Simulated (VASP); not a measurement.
Input of a VASP 6.6.1 run:

INCAR

```
SYSTEM = W8C8O
  PREC = Accurate
  ENCUT = 520
  EDIFF = 1E-6
  ISMEAR = -1
  SIGMA = 0.05
  LREAL = Auto
  LASPH = .TRUE.
  NELM = 100
  ALGO = Normal
  ISIF = 2
  LWAVE = .FALSE.
  LCHARG = .FALSE.
  GGA = PE
  NBANDS = 89
```

Contents of KPOINTS:

```
regular mesh
0
G
  2 2 1
  0 0 0
```

Contents of POSCAR:

```
W8C8O
1.0
    5.7832000000      0.0000000000      0.0000000000
   -2.8916000000      5.0083980000      0.0000000000
    0.0000000000      0.0000000000     15.2447000000
W C O
8 8 1
Direct
    0.0000000000      0.0000000000      0.0655965680
   -0.0176081643     -0.0039533599      0.2509724691
    0.0000000998      0.5000001997      0.0655965680
   -0.0379263040      0.4939703274      0.2446686389
    0.5000000000      0.0000000000      0.0655965680
    0.4852892263      0.0061297045      0.2466168570
    0.5000000998      0.5000001997      0.0655965680
    0.4777200502      0.4766394364      0.2528091730
    0.3110697775      0.1500479794      0.1433744187
    0.3079744468      0.1172630450      0.3217839643
    0.3646806655      0.6678382988      0.1648966526
    0.3196984074      0.6466938131      0.3406036196
    0.8297022646      0.1885233562      0.1477956273
    0.2969370226     -0.3433233541      0.4315991787
    0.8381820786      0.6730096131      0.1531220687
    0.8297380957      0.6646636310      0.3290455043
   -0.6983563586     -0.3450804030      0.5073894534
```

Potentials or basis: VASP PAW PBE potentials, release 64 (W_sv, C, O).

Run with:

```sh
$ cat potpaw_PBE.64/W_sv/POTCAR potpaw_PBE.64/C/POTCAR potpaw_PBE.64/O/POTCAR > POTCAR
$ mpirun -np 1 vasp_std > vasp.out
```

Task: Estimate the band gap on the k mesh.

Result: Zero (bands 75 and 76 overlap by 0.67 eV).

Task: What does it give for the largest force?

Result: 4.864 eV/Å.

Forces in eV/Å, atoms in the order of the input:
```
W   -1.657 -0.351 -1.465
W   -0.500 -0.685  0.341
W    0.129  0.903 -1.300
W    4.194  0.089  2.461
W    0.431 -0.744 -1.020
W    3.191 -2.250  0.070
W   -0.393  0.413 -0.377
W    0.578  1.546  1.357
C    1.222  0.781  2.524
C   -2.182  1.556  1.991
C   -2.999  0.072 -2.840
C   -1.689  0.731  1.654
C    0.473 -2.034  0.861
C    1.087 -0.244 -4.225
C   -0.517 -0.015 -0.375
C   -1.017  0.169 -0.826
O   -0.350  0.063  1.167
```

Caveat: the k points lie up to 0.63 Å⁻¹ apart, too coarse for converged energies and pressures of a metal; the atoms stand as in a frame of molecular dynamics; spin-orbit coupling is left out, which moves the levels of the heavy elements.
